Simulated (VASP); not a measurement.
Runs of VASP 6.6.1 on BeAl3. The structure is that of space group I4/mmm (No. 139), or close to it. The cells are those of the table. 

```tsv
level	potentials or basis	cell	k mesh	gap on the mesh (eV)	pressure (GPa)
LDA	VASP PAW LDA potentials, release 64 (Al, Be)	a = 4.731 Å, angles 131.5, 131.5, 71.0°, 4 atoms	6 × 6 × 6	none	-3.1
r2SCAN	VASP PAW PBE potentials, release 64 (Al, Be)	a = 4.731 Å, angles 131.5, 131.5, 71.0°, 4 atoms	6 × 6 × 6	none	(b)
PBE	VASP PAW PBE potentials, release 64 (Al, Be)	a = 4.753 Å, angles 131.7, 131.7, 70.6°, 4 atoms	10 × 10 × 10	none	0.0
PBE	VASP PAW PBE potentials, release 64 (Al, Be)	a = 4.751 Å, angles 131.7, 131.7, 70.6°, 4 atoms	10 × 10 × 10	none	0.1
PBE	VASP PAW PBE potentials, release 64 (Al, Be)	a = 4.749 Å, angles 131.7, 131.7, 70.6°, 4 atoms	10 × 10 × 10	none	0.2
revPBE	VASP PAW PBE potentials, release 64 (Al, Be)	a = 4.731 Å, angles 131.5, 131.5, 71.0°, 4 atoms	6 × 6 × 6	none	(a)
```

Alike in all rows: task single point; no spin polarisation; cutoff (eV) 520; smearing fermi-dirac 0.05 eV.

Problem. Fill in the values left out.

Solution. (a) 1.8; (b) -1.8.

Caveats: some runs use coarse meshes; the PAW data sets were made with another functional, which shifts forces and pressure a little (some runs).

A gap of «none» marks levels without a gap at the run's occupations.
